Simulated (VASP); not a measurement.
# Co (P6_3/mmc) in VASP: notebook, part 2 of 2

VASP 6.6.1. The steps go on from the part before.

## 3. Single point, PBEsol, collinear spin, ferromagnetic start (uniaxial strain along c: -2.0 %)

INCAR

```
SYSTEM = Co
PREC = Accurate ; ENCUT = 520
EDIFF = 1E-6 ; ISMEAR = 0
SIGMA = 0.1 ; LREAL = .FALSE.
LASPH = .TRUE. ; NELM = 150
ALGO = Normal ; ISIF = 2
LWAVE = .FALSE. ; LCHARG = .TRUE.
ISPIN = 2 ; MAGMOM = 1.8 1.8
LORBIT = 11 ; LMAXMIX = 4
GGA = PS ; LELF = .TRUE.
LVHAR = .TRUE. ; NBANDS = 20
```

KPOINTS

```
Automatic mesh
0
G
  24 24 14
  0 0 0
```

POSCAR

```
Co
1.0
    2.4687344552      0.0000000000      0.0000000000
   -1.2343672276      2.1379867534      0.0000000000
    0.0000000000      0.0000000000      3.8902018730
Co
2
Direct
    0.3333333252      0.6666666748      0.2500000000
    0.6666666748      0.3333333252      0.7500000000
```

Potentials or basis: VASP PAW PBE potentials, release 64 (Co).

On the command line:

```
cat potpaw_PBE.64/Co/POTCAR > POTCAR
mpirun -np 1 vasp_std > vasp.out
```

OUTCAR:

```text
SYSTEM = Co
   PREC = Accurate
   ENCUT = 520
   EDIFF = 1E-6
   ISMEAR = 0
   LREAL = .FALSE.
   LASPH = .TRUE.
   NELM = 150
   ISIF = 2
   ISPIN = 2
   LORBIT = 11
   GGA = PS

 ion  position               nearest neighbor table
   1  0.333  0.667  0.250-   2 2.41   2 2.41   2 2.41   2 2.41   2 2.41   2 2.41
   2  0.667  0.333  0.750-   1 2.41   1 2.41   1 2.41   1 2.41   1 2.41   1 2.41

  LATTYP: Found a hexagonal cell.
 ALAT       =     2.4687344552
 C/A-ratio  =     1.5757878960

  Lattice vectors:

 A1 = (   2.4687344552,   0.0000000000,   0.0000000000)
 A2 = (  -1.2343672276,   2.1379867534,   0.0000000000)
 A3 = (   0.0000000000,   0.0000000000,   3.8902018730)

Analysis of symmetry for initial positions (statically):
=====================================================================
 Subroutine PRICEL returns:
 Original cell was already a primitive cell.

 Routine SETGRP: Setting up the symmetry group for a
 hexagonal supercell.

 Subroutine GETGRP returns: Found 24 space group operations
 (whereof 12 operations were pure point group operations)
 out of a pool of 24 trial point group operations.

The static configuration has the point symmetry D_3d.
 The point group associated with its full space group is D_6h.

Analysis of symmetry for dynamics (positions and initial velocities):
=====================================================================
 Subroutine PRICEL returns:
 Original cell was already a primitive cell.

 Routine SETGRP: Setting up the symmetry group for a
 hexagonal supercell.

 Subroutine GETGRP returns: Found 24 space group operations
 (whereof 12 operations were pure point group operations)
 out of a pool of 24 trial point group operations.

The dynamic configuration has the point symmetry D_3d.
 The point group associated with its full space group is D_6h.

Analysis of structural, dynamic, and magnetic symmetry:
=====================================================================
 Subroutine PRICEL returns:
 Original cell was already a primitive cell.

 Routine SETGRP: Setting up the symmetry group for a
 hexagonal supercell.

 Subroutine GETGRP returns: Found 24 space group operations
 (whereof 12 operations were pure point group operations)
 out of a pool of 24 trial point group operations.

The overall configuration has the point symmetry D_3d.
 The point group associated with its full space group is D_6h.

 Subroutine INISYM returns: Found 24 space group operations
 (whereof 12 operations are pure point group operations),
 and found     1 'primitive' translations

----------------------------------------------------------------------------------------

                                     Primitive cell

  volume of cell :      20.5330

  direct lattice vectors                    reciprocal lattice vectors
     2.468734455  0.000000000  0.000000000     0.405065842  0.233864873  0.000000000
    -1.234367228  2.137986753  0.000000000     0.000000000  0.467729745  0.000000000
     0.000000000  0.000000000  3.890201873     0.000000000  0.000000000  0.257056069

  length of vectors
     2.468734455  2.468734455  3.890201873     0.467729745  0.467729745  0.257056069

  position of ions in fractional coordinates (direct lattice)
     0.333333325  0.666666675  0.250000000
     0.666666675  0.333333325  0.750000000

  ion indices of the primitive-cell ions
   primitive index   ion index
                 1           1
                 2           2

[... 63 lines left out ...]
   ISTART =      0    job   : 0-new  1-cont  2-samecut
   ICHARG =      2    charge: 1-file 2-atom 10-const
   ISPIN  =      2    spin polarized calculation?
   LNONCOLLINEAR =      F non collinear calculations
   LSORBIT =      F    spin-orbit coupling
   LASPH  =      T    aspherical Exc in radial PAW
   ENCUT  =  520.0 eV  38.22 Ry    6.18 a.u.   4.59  4.59  7.23*2*pi/ulx,y,z
   NELM   =    150;   NELMIN=  2; NELMDL= -5     # of ELM steps
   EDIFF  = 0.1E-05   stopping-criterion for ELM
   LREAL  =      F    real-space projection
   EDIFFG = 0.1E-04   stopping-criterion for IOM
   NSW    =      0    number of steps for IOM
   IBRION =     -1    ionic relax: 0-MD 1-quasi-New 2-CG
   NFREE  =      0    steps in history (QN), initial steepest desc. (CG)
   ISIF   =      2    stress and relaxation
   ISYM   =      2    0-nonsym 1-usesym 2-fastsym
   POTIM  = 0.5000    time-step for ionic-motion
   TEBEG  =    0.0;   TEEND  =   0.0 temperature during run
   PSTRESS=    0.0 pullay stress
   NELECT =      18.0000    total number of electrons
   NUPDOWN=      -1.0000    fix difference up-down
   EMIN   =  10.00;   EMAX   =-10.00  energy-range for DOS
   EFERMI =   0.00;   METHOD = LEGACY
   ISMEAR =     0;   SIGMA  =   0.10  broadening in eV -4-tet -1-fermi 0-gaus
   EFERMI_NEDOS =   21; number of points for ismear=-14 and -15
   IALGO  =     38    algorithm
   IMIX   =      4    mixing-type and parameters
     AMIX     =   0.40;   BMIX     =  1.00
     AMIX_MAG =   1.60;   BMIX_MAG =  1.00
  volume/ion in A,a.u.               =      10.27        69.28
  Fermi-wavevector in a.u.,A,eV,Ry     =   1.566806  2.960834 33.400674  2.454880
  Thomas-Fermi vector in A             =   2.669079
   LORBIT       =     11    0 simple, 1 ext, 2 COOP (PROOUT), +10 PAW based schemes
   GGA     = PS    functional components
   LHFCALC =     F    Hartree Fock is set to
   AEXX    =    0.0000 exact exchange contribution
   IVDW    =     0    specifies the selected vdW correction
   LEPSILON=     F    determine dielectric tensor
   LRPA    =     F    only Hartree local field effects (RPA)
 spin polarized calculation
 Gauss-broadening in eV      SIGMA  =   0.10
  energy-cutoff  :      520.00
  volume of cell :       20.53
 maximum number of plane-waves:       573
   NGX =  9   NGY =  9   NGZ = 15

 number of electron      17.9999992 magnetization       3.1061612

 Free energy of the ion-electron system (eV)
  ---------------------------------------------------
  ext. energy  EPLUGINS =         0.00000000
  ---------------------------------------------------
  free energy    TOTEN  =       -15.46776265 eV

  energy without entropy =      -15.45919142  energy(sigma->0) =      -15.46347703

 E-fermi :  10.8482     XC(G=0): -13.9079

 val. band max:       10.8480969333   @ k =   0.3750   0.0833   0.5000
 cond. band min:      10.8482670944   @ k =   0.4583   0.0833   0.4286
 fundamental gap:      0.0001701611
 Fermi energy:        10.8482072296

 spin component 1

 k-point     1 :       0.0000    0.0000    0.0000
  band No.  band energies     occupation
      1       1.5741      1.00000
      2       5.4818      1.00000
      3       8.2148      1.00000
      4       8.2148      1.00000
      5       8.3430      1.00000
      6       8.5929      1.00000
[... 541 lines left out ...]
     19      34.0575      0.00000
     20      36.1872      0.00000

 [... further k-points ...]

 spin component 2

 k-point     1 :       0.0000    0.0000    0.0000
  band No.  band energies     occupation
      1       1.6390      1.00000
      2       6.4303      1.00000
      3       9.7802      1.00000
      4       9.7802      1.00000
      5       9.9349      1.00000
      6      10.2165      1.00000
[... 541 lines left out ...]
     19      34.5457      0.00000
     20      36.5030      0.00000

 [... further k-points ...]
[... 5 lines left out ...]
  --------------------------------------------------------------------------------------
  -------------------------------------------------------------------------------------
  Total       -0.1404955     -0.1404955      0.9179640      0.0000000     -0.0000000      0.0000000
  in kB      -10.9628012    -10.9628012     71.6283071      0.0000000     -0.0000000      0.0000000
  external PRESSURE =      16.5675682 kB  Pullay stress =       0.0000000 kB

 VOLUME and BASIS-vectors are now :
 -----------------------------------------------------------------------------
  energy-cutoff  :      520.00
  volume of cell :       20.53
      direct lattice vectors                 reciprocal lattice vectors
     2.468734455  0.000000000  0.000000000     0.405065842  0.233864873  0.000000000
    -1.234367228  2.137986753  0.000000000     0.000000000  0.467729745  0.000000000
     0.000000000  0.000000000  3.890201873     0.000000000  0.000000000  0.257056069

 POSITION                                       TOTAL-FORCE (eV/Angst)
 -----------------------------------------------------------------------------------
     -0.00000      1.42532      0.97255         0.000000     -0.000000      0.000000
      1.23437      0.71266      2.91765        -0.000000      0.000000      0.000000
 -----------------------------------------------------------------------------------
    total drift:                                0.000000     -0.000000     -0.000001

  FREE ENERGIE OF THE ION-ELECTRON SYSTEM (eV)
  ---------------------------------------------------
  free  energy   TOTEN  =       -15.4677626472 eV

  energy  without entropy=      -15.4591914222  energy(sigma->0) =      -15.46347703

 total charge

# of ion       s       p       d       tot
------------------------------------------
    1        0.513   0.575   7.300   8.387
    2        0.513   0.575   7.300   8.387
--------------------------------------------------
tot          1.025   1.149  14.599  16.774

 magnetization (x)

# of ion       s       p       d       tot
------------------------------------------
    1       -0.016  -0.053   1.627   1.559
    2       -0.016  -0.053   1.627   1.559
--------------------------------------------------
tot         -0.031  -0.105   3.254   3.117
```

Run time: 9.1 min. Hardware: 1 thread of Oxide Virtual Turin-like, shared host; peak memory 0.33 GiB.

What came out:

- Free energy: -15.4678 eV
- Pressure: 1.7 GPa
- Net moment: 3.11 μB per cell
- Site moments: Co +1.56 μB
- Valence electrons inside the program's atomic spheres: Co 8.39

Stress tensor (GPa, compression positive):
```
-1.10  0.00  0.00
 0.00 -1.10  0.00
 0.00  0.00  7.16
```

Levels at points of the mesh, in eV from the Fermi level:
Spin up:
| k point | band 8 | band 9 | band 10 | band 11 | band 12 | band 13 | band 14 | band 15 |
| --- | --- | --- | --- | --- | --- | --- | --- | --- |
| (0.00, 0.00, 0.00) | -1.98 | -1.98 | -0.66 | -0.66 | 0.17 | 7.26 | 22.07 | 24.95 |
| (0.50, 0.00, 0.00) | -0.62 | -0.43 | -0.37 | 1.43 | 3.52 | 10.30 | 11.01 | 13.43 |
| (0.00, 0.00, 0.50) | -2.74 | -1.00 | -1.00 | -1.00 | -1.00 | 16.34 | 16.34 | 22.86 |
| (0.50, 0.00, 0.50) | -0.99 | -0.50 | -0.50 | 1.66 | 1.66 | 7.72 | 7.72 | 18.77 |
Spin down:
| k point | band 4 | band 5 | band 6 | band 7 | band 8 | band 9 | band 10 | band 11 |
| --- | --- | --- | --- | --- | --- | --- | --- | --- |
| (0.00, 0.00, 0.00) | -1.07 | -0.91 | -0.63 | -0.63 | -0.32 | -0.32 | 0.20 | 1.12 |
| (0.50, 0.00, 0.00) | -2.04 | -1.35 | -1.04 | -0.57 | 1.19 | 1.40 | 1.45 | 2.69 |
| (0.00, 0.00, 0.50) | -1.55 | -1.18 | -1.18 | -1.18 | -1.18 | 0.76 | 0.76 | 0.76 |
| (0.50, 0.00, 0.50) | -2.51 | -0.15 | -0.15 | 0.25 | 0.25 | 1.32 | 1.32 | 2.36 |

Caveat: the cell differs from its parent crystal (uniaxial strain along c: -2.0 %); the PAW data sets were made with another functional, which shifts forces and pressure a little.

## 4. Single point, PBEsol, collinear spin, ferromagnetic start (uniaxial strain along c: -1.0 %, then relaxed in part)

INCAR

```
  PREC = Accurate
  ENCUT = 520
  EDIFF = 1E-6
  ISMEAR = 0
  SIGMA = 0.1
  LREAL = F
  LASPH = T
  NELM = 150
  ALGO = Normal
  ISIF = 2
  LWAVE = F
  LCHARG = F
  ISPIN = 2
  MAGMOM = 1.8 1.8
  LORBIT = 11
  LMAXMIX = 4
  GGA = PS
  NBANDS = 20
```

KPOINTS

```
Automatic mesh
0
Gamma
  24 24 14
```

POSCAR

```
Co
1.0
    2.4620863780      0.0000000000      0.0000000000
   -1.2310431890      2.1322293497      0.0000000000
    0.0000000000      0.0000000000      3.9298978105
Co
2
Direct
    0.3333333252      0.6666666748      0.2500000000
    0.6666666748      0.3333333252      0.7500000000
```

On the command line:

```
cat potpaw_PBE.64/Co/POTCAR > POTCAR
mpirun -np 1 vasp_std > vasp.out
```

It took 6.9 min on 1 thread of Oxide Virtual Turin-like, shared host; peak memory 0.33 GiB.

The run converged. Its results:

* Free energy: -15.4751 eV
* Pressure: 0.4 GPa
* Net moment: 3.12 μB per cell
* Site moments: Co +1.57 μB
* Valence electrons inside the program's atomic spheres: Co 8.38

Stress tensor (GPa, compression positive):
```
-0.93  0.00  0.00
 0.00 -0.93  0.00
 0.00  0.00  2.98
```

Levels at points of the mesh, in eV from the Fermi level:
Spin up:
| k point | band 6 | band 7 | band 8 | band 9 | band 10 | band 11 | band 12 | band 13 | band 14 | band 15 |
| --- | --- | --- | --- | --- | --- | --- | --- | --- | --- | --- |
| (0.00, 0.00, 0.00) | -2.27 | -2.27 | -1.94 | -1.94 | -0.69 | -0.69 | 0.01 | 7.02 | 22.19 | 25.14 |
| (0.50, 0.00, 0.00) | -2.50 | -2.14 | -0.59 | -0.42 | -0.42 | 1.44 | 3.54 | 10.16 | 10.87 | 13.29 |
| (0.00, 0.00, 0.50) | -2.71 | -2.71 | -2.71 | -1.02 | -1.02 | -1.02 | -1.02 | 15.93 | 15.93 | 22.97 |
| (0.50, 0.00, 0.50) | -1.77 | -0.99 | -0.99 | -0.49 | -0.49 | 1.65 | 1.65 | 7.70 | 7.70 | 18.83 |
Spin down:
```csv
k point,band 3,band 4,band 5,band 6,band 7,band 8,band 9,band 10,band 11,band 12
"(0.00, 0.00, 0.00)",-1.05,-1.05,-0.99,-0.64,-0.64,-0.26,-0.26,0.04,1.11,1.11
"(0.50, 0.00, 0.00)",-3.48,-1.98,-1.28,-1.07,-0.62,1.22,1.41,1.42,2.69,4.53
"(0.00, 0.00, 0.50)",-1.60,-1.60,-1.14,-1.14,-1.14,-1.14,0.75,0.75,0.75,0.75
"(0.50, 0.00, 0.50)",-2.52,-2.52,-0.12,-0.12,0.26,0.26,1.33,1.33,2.34,2.34
```

Caveat: the cell differs from its parent crystal (uniaxial strain along c: -1.0 %, then relaxed in part); the PAW data sets were made with another functional, which shifts forces and pressure a little.

## 5. Summary

```tsv
cell	k mesh	gap on the mesh (eV)	pressure (GPa)	moment (μB)
a = 2.530, b = 2.530, c = 3.903 Å, angles 90.0, 90.0, 120.0°, 2 atoms	21 × 21 × 10	none	-9.5	3.18
a = 2.469, b = 2.469, c = 3.890 Å, angles 90.0, 90.0, 120.0°, 2 atoms	24 × 24 × 14	none	1.7	3.11
a = 2.462, b = 2.462, c = 3.930 Å, angles 90.0, 90.0, 120.0°, 2 atoms	24 × 24 × 14	none	0.4	3.12
```

Alike in all rows: task single point; level PBEsol; potentials or basis VASP PAW PBE potentials, release 64 (Co); spin collinear, ferromagnetic start; cutoff (eV) 520; smearing gaussian 0.1 eV.

Caveats: the PAW data sets were made with another functional, which shifts forces and pressure a little.

Total energies depend on the potentials used, so only differences within one code and one set of settings carry meaning.
